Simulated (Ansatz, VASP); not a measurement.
## Two plane-wave programs on NaCl

Contents of INCAR:

```
  PREC = Accurate
  ENCUT = 520
  EDIFF = 1E-6
  ISMEAR = -1
  SIGMA = 0.02
  LREAL = F
  LASPH = T
  NELM = 60
  ALGO = Normal
  ISIF = 2
  LWAVE = F
  LCHARG = F
  GGA = PE
  NBANDS = 14
```

The input KPOINTS:

```
regular mesh
0
Gamma
  8 8 8
```

File POSCAR:

```
NaCl
1.0
    0.0000000000      3.0872727782      3.1746425978
    3.0872727782      0.0000000000      3.1746425978
    3.0872727782      3.0872727782      0.0000000000
Na Cl
1 1
Direct
    0.0000000000      0.0000000000      0.0000000000
    0.2500000000      0.2500000000      0.2500000000
```

Input for Ansatz:

```yaml
crystal:
  lattice:
    - [0.0, 3.0872727782, 3.1746425978]
    - [3.0872727782, 0.0, 3.1746425978]
    - [3.0872727782, 3.0872727782, 0.0]
  atoms:
    - { symbol: Na, position: [0.0, 0.0, 0.0] }
    - { symbol: Cl, position: [0.25, 0.25, 0.25] }
kpoints:
  mp_grid: { grid: [8, 8, 8] }
  band_path:
    path:
      - [0.0, 0.0, 0.0]
      - [-0.5, -0.5, 0.0]
      - [-0.375, -0.375, 0.25]
      - [-0.375, 0.0, 0.375]
      - [0.0, 0.0, 0.5]
      - [-0.5, -0.25, 0.25]
    npoints: 1
hamiltonian:
  xc: pbe
scf:
  occupations: { method: fermi_dirac, width: 0.02 }
  n_extra_bands: 4
output:
  forces: true
  stress: true
  eigenvalues: true
```

Change from the starting cell: uniaxial_z strain +2.8%.

Alike in both runs: task single point; functional PBE; k mesh 8 × 8 × 8; occupations fermi-dirac, width 0.02 eV; no spin polarisation.

|  | VASP | Ansatz |
| --- | --- | --- |
| version | VASP 6.6.1 | Ansatz 0.2.0 |
| potentials or method | VASP PAW PBE potentials, release 64 (Na_pv, Cl) | plane waves, PAW |
| plane-wave cutoff (eV) | 520 | 420 |
| valence electrons in the cell | 14 | 16 |

```tsv
	VASP	Ansatz	Ansatz less VASP
gap on the k mesh at the Fermi level (eV)	4.86	4.86	0.000
pressure (GPa)	0.2	0.2	+0.01
traceless stress, the component that is largest in VASP (GPa)	-0.05	-0.05	0.000
```

VASP's potentials hold 14 valence electrons a cell and Ansatz's 16, so a difference there can come from the potentials and not from the codes.
